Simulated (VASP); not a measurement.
Input of a VASP 6.6.1 run:

The input INCAR:

```
SYSTEM = Se
PREC = Accurate
ENCUT = 520
EDIFF = 1E-8
ISMEAR = -1
SIGMA = 0.02
LREAL = .False.
LASPH = .True.
NELM = 80
ALGO = Normal
ISIF = 2
LWAVE = .False.
LCHARG = .False.
GGA = PS
LEFG = .True.
NBANDS = 16
```

Contents of KPOINTS:

```
Automatic mesh
0
Gamma
  8 8 6
  0 0 0
```

POSCAR

```
Se
1.0
    4.3551696776      0.0000000000      0.0000000000
   -2.1775848388      3.7716875786      0.0000000000
    0.0000000000      0.0000000000      4.8999555000
Se
3
Direct
    0.2170000000      0.0000000000      0.1666666667
    0.0000000000      0.2170000000      0.8333333333
    0.7830000000      0.7830000000      0.5000000000
```

Potentials or basis: VASP PAW PBE potentials, release 64 (Se).

Launch:

```console
$ cat potpaw_PBE.64/Se/POTCAR > POTCAR
$ mpirun -np 1 vasp_std > vasp.out
```

(1) Predict the band gap on the k mesh.

(2) Predict the pressure.

## Answers

(1) 1.13 eV, indirect (least direct gap 1.22 eV).

(2) 4.1 GPa.

Caveat: the cell differs from its parent crystal (zz strain of -1 %); without QUAD_EFG the Cq values of the log hold for a quadrupole moment of 1 mb, not for the nuclei; the PAW data sets were made with another functional, which shifts forces and pressure a little.
